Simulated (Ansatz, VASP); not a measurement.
# One calculation of TiC, two programs

The input INCAR:

```
SYSTEM = TiC
PREC     = Accurate       ! precision mode
ENCUT    = 520            ! plane-wave cutoff, eV
EDIFF    = 1E-6           ! SCF threshold, eV
ISMEAR   = 0              ! smearing method
SIGMA    = 0.15           ! smearing width, eV
LREAL    = .False.        ! projectors in reciprocal space
LASPH    = .True.         ! aspherical terms in the spheres
NELM     = 60             ! most SCF steps
ALGO     = Normal         ! electronic algorithm
ISIF     = 2              ! what is computed and relaxed
LWAVE    = .False.        ! write WAVECAR
LCHARG   = .False.        ! write CHGCAR
GGA      = PE             ! functional
NBANDS   = 15             ! bands
```

KPOINTS

```
regular mesh
0
Gamma
  8 8 8
  0 0 0
```

File POSCAR:

```
TiC
1.0
    0.0000000000      2.1593000000      2.1593000000
    2.1593000000      0.0000000000      2.1593000000
    2.1593000000      2.1593000000      0.0000000000
Ti C
1 1
Direct
    0.0312300000      0.9477500000      0.9829100000
    0.4529577826      0.5217322174      0.4868122174
```

Input for Ansatz:

```yaml
crystal:
  lattice:
    - [0.0, 2.1593, 2.1593]
    - [2.1593, 0.0, 2.1593]
    - [2.1593, 2.1593, 0.0]
  atoms:
    - { symbol: Ti, position: [0.03123, 0.94775, 0.98291] }
    - { symbol: C, position: [0.45295778261473624, 0.5217322173852638, 0.48681221738526376] }
basis:
  ecutwfc: 540.0
  xc_grid: 2
kpoints:
  mp_grid:
    grid: [8, 8, 8]
hamiltonian:
  xc: pbe
scf:
  convergence:
    dr2_threshold: 1.0e-09
  occupations:
    method: gaussian
    width: 0.15
output:
  forces: true
  stress: true
```

Alike in both runs: task single point; functional PBE; k mesh 8 × 8 × 8; occupations gaussian, width 0.15 eV; no spin polarisation.

|  | VASP | Ansatz |
| --- | --- | --- |
| version | VASP 6.6.1 | Ansatz 0.2.0 |
| potentials or method | VASP PAW PBE potentials, release 64 (Ti_sv, C), cutoff 520 eV | plane waves, PAW |
| valence electrons in the cell | 16 | 16 |

Ansatz gave:

```
pressure (GPa)                                                : 9.0
traceless stress, the component that is largest in VASP (GPa) : -6.24
rms of the force components (eV/Å)                            : 1.178
```

Task: Which values does VASP return?

Result: Pressure (GPa): 9.3; traceless stress, the component that is largest in VASP (GPa): -6.29; rms of the force components (eV/Å): 1.184.

Atom by atom the forces differ by 0.006 eV/Å (rms over components). Ansatz's warnings: stress scf threshold loose.
